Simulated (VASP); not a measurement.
# Zn3SeS2: single point with PBE

Crystal: Zn3SeS2.

```
Zn Se S
1.0
     3.87699    0.00000    0.00000
    -1.93849    3.35757    0.00000
     0.00000    0.00000    9.50618
Zn Se S
3 1 2
Cartesian
  0.0000 0.0000 0.0930
  1.9385 1.1192 3.1694
  0.0000 2.2384 6.2387
  0.0000 0.0000 7.1465
  1.9385 1.1192 0.8307
  0.0000 2.2384 3.9106
```

This cell differs from its parent crystal: volume scaled by 0.97, then relaxed in part.

```json
{
  "Program": "VASP 6.6.1",
  "Task": "single point",
  "Functional": "PBE",
  "Potentials or basis": "VASP PAW PBE potentials, release 64 (Zn, Se, S)",
  "Cutoff": "520 eV",
  "k mesh": "12 × 12 × 4",
  "Occupations": "gaussian, width 0.02 eV",
  "Spin": "no spin polarisation"
}
```

* Pressure: 2.3 GPa
* Largest force: 0.014 eV/Å
* Band gap on the k mesh: 1.55 eV, direct

Forces in eV/Å, atoms in the order of the input:
```
Zn   0.000  0.000  0.008
Zn   0.000  0.000  0.008
Zn   0.000  0.000 -0.014
Se   0.000  0.000  0.009
S    0.000  0.000 -0.008
S    0.000  0.000 -0.004
```

Levels at points of the mesh, in eV from the valence-band top:
```tsv
k point	band 23	band 24	band 25	band 26	band 27	band 28	band 29	band 30	band 31	band 32
(0.00, 0.00, 0.00)	-0.89	-0.89	-0.29	0.00	0.00	1.55	2.74	3.19	5.92	5.92
(0.50, 0.00, 0.00)	-2.52	-2.21	-1.99	-1.73	-1.18	2.97	3.57	3.73	3.94	5.73
(0.00, 0.00, 0.50)	-1.27	-0.77	-0.77	-0.07	-0.07	2.59	2.61	3.11	5.75	6.20
(0.50, 0.00, 0.50)	-2.79	-2.42	-2.04	-1.13	-1.00	2.78	3.41	3.70	4.56	4.78
```

It took 4.6 min on 1 thread of Intel(R) Xeon(R) Platinum 8259CL CPU @ 2.50GHz (Skylake/Cascade Lake), on a shared host, peak memory 0.43 GiB.

 A k mesh can miss the band edges.
